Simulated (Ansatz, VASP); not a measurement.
This is a calculation of ZrC for VASP 6.6.1.

The input INCAR:

```
PREC = Accurate
ENCUT = 520
EDIFF = 1E-6
ISMEAR = -1
SIGMA = 0.05
LREAL = F
LASPH = T
NELM = 80
ALGO = Normal
ISIF = 2
LWAVE = F
LCHARG = F
GGA = CA
NBANDS = 15
```

KPOINTS

```
regular mesh
0
Gamma
  10 10 10
```

Contents of POSCAR:

```
ZrC
1.0
    0.0000000000      2.3961219900      2.3961219900
    2.3961219900      0.0000000000      2.3961219900
    2.3961219900      2.3961219900      0.0000000000
Zr C
1 1
Direct
    0.5000000000      0.5000000000      0.5000000000
    0.0000000000      0.0000000000      0.0000000000
```

Potentials or basis: VASP PAW LDA potentials, release 64 (Zr_sv, C).

Run with:

```sh
$ cat potpaw_LDA.64/Zr_sv/POTCAR potpaw_LDA.64/C/POTCAR > POTCAR
$ mpirun -np 1 vasp_std > vasp.out
```

Question: Translate it to Ansatz 0.2.0. Potentials there: JTH PAW LDA.

Answer: As run (the cutoff follows the program's own potentials):

File input.yaml:

```yaml
crystal:
  lattice:
    - [0.0, 2.39612199, 2.39612199]
    - [2.39612199, 0.0, 2.39612199]
    - [2.39612199, 2.39612199, 0.0]
  atoms:
    - { symbol: Zr, position: [0.5, 0.5, 0.5] }
    - { symbol: C, position: [0.0, 0.0, 0.0] }
hamiltonian:
  xc: lda
  pseudopotentials: { kind: paw, xc_functional: lda, accuracy: standard }
kpoints:
  mp_grid: { grid: [10, 10, 10] }
scf:
  occupations: { method: fermi_dirac, width: 0.05 }
output:
  forces: true
  stress: true
  eigenvalues: true
```

Potentials or basis: JTH PAW LDA.

Command:

```console
$ ansatz run input.yaml --threads 2 --pin off --max-ram 5120MiB --backend cpu --events-out ev --progress --plain --runs-dir out
```

Both were run:

|  | VASP | Ansatz | Ansatz less VASP |
| --- | --- | --- | --- |
| gap on the k mesh at the Fermi level (eV) | none | none | - |
| pressure (GPa) | -19.0 | -19.6 | -0.56 |

LDA's correlation is that of Perdew and Zunger in VASP and of Perdew and Wang (1992) in Ansatz. A gap of «none» marks a metal or a gap that the smearing closes.
